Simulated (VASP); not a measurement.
Wanted: the native input for a VASP 6.6.1 run.

```yaml
Task: single point
Functional: r2SCAN
Potentials_or_basis: VASP PAW PBE potentials, release 64 (Si, O)
Cutoff: 520 eV
k_mesh: 6 × 6 × 4
Occupations: gaussian, width 0.02 eV
Spin: no spin polarisation
Dipole_correction: no
Further_INCAR_settings: ALGO = Normal; EDIFF = 1e-07; NBANDS = 44
```

The system is SiO2.

```
CELL_PARAMETERS angstrom
4.73936 0.00000 0.00000
-2.36968 4.10440 0.00000
0.00000 0.00000 8.51058
ATOMIC_POSITIONS crystal
Si 0.66667 0.33333 0.93630
Si 0.66667 0.33333 0.56370
Si 0.33333 0.66667 0.06370
Si 0.33333 0.66667 0.43630
O 0.00000 0.36497 0.00000
O 0.36497 0.36497 0.50000
O 0.63503 0.00000 0.50000
O 0.63503 0.63503 0.00000
O 0.00000 0.63503 0.50000
O 0.66667 0.33333 0.75000
O 0.33333 0.66667 0.25000
O 0.36497 0.00000 0.00000
```

These files were run (other wordings do the same):

POSCAR

```
SiO2
1.0
    4.7393579786      0.0000000000      0.0000000000
   -2.3696789893      4.1044044071      0.0000000000
    0.0000000000      0.0000000000      8.5105847164
Si O
4 8
Direct
    0.6666666667      0.3333333333      0.9363047147
    0.6666666667      0.3333333333      0.5636952853
    0.3333333333      0.6666666667      0.0636952853
    0.3333333333      0.6666666667      0.4363047147
    0.0000000000      0.3649685274      0.0000000000
    0.3649685274      0.3649685274      0.5000000000
    0.6350314726      0.0000000000      0.5000000000
    0.6350314726      0.6350314726      0.0000000000
    0.0000000000      0.6350314726      0.5000000000
    0.6666666667      0.3333333333      0.7500000000
    0.3333333333      0.6666666667      0.2500000000
    0.3649685274      0.0000000000      0.0000000000
```

INCAR.step1

```
ALGO = Normal
EDIFF = 1E-4
ENCUT = 520
GGA = PE
ISMEAR = 0
LASPH = T
LCHARG = F
LREAL = F
LWAVE = T
NBANDS = 44
NELM = 60
PREC = Accurate
SIGMA = 0.02
```

INCAR.step2

```
ALGO = Normal
EDIFF = 1E-7
ENCUT = 520
ISIF = 2
ISMEAR = 0
ISTART = 1
LASPH = T
LCHARG = F
LMIXTAU = T
LREAL = F
LWAVE = F
METAGGA = R2SCAN
NBANDS = 44
NELM = 60
PREC = Accurate
SIGMA = 0.02
```

KPOINTS

```
k-points
0
Gamma
  6 6 4
```

Potentials or basis: VASP PAW PBE potentials, release 64 (Si, O).

Run with:

```bash
$ cat potpaw_PBE.64/Si/POTCAR potpaw_PBE.64/O/POTCAR > POTCAR
$ cp INCAR.step1 INCAR
$ mpirun -np 1 vasp_std > vasp.out
$ cp INCAR.step2 INCAR
$ mpirun -np 1 vasp_std > vasp.out
```

It gave:

The pressure is 6.4 GPa, the largest force is 0.042 eV/Å and the band gap on the k mesh is 6.32 eV (least direct gap 6.46 eV).

Caveat: the cell stands under pressure; the PAW data sets were made with another functional, which shifts forces and pressure a little.

It took 17 min on 1 thread of AMD EPYC 7R43 64-Core Processor (Zen 3), on a shared host, peak memory 0.31 GiB.
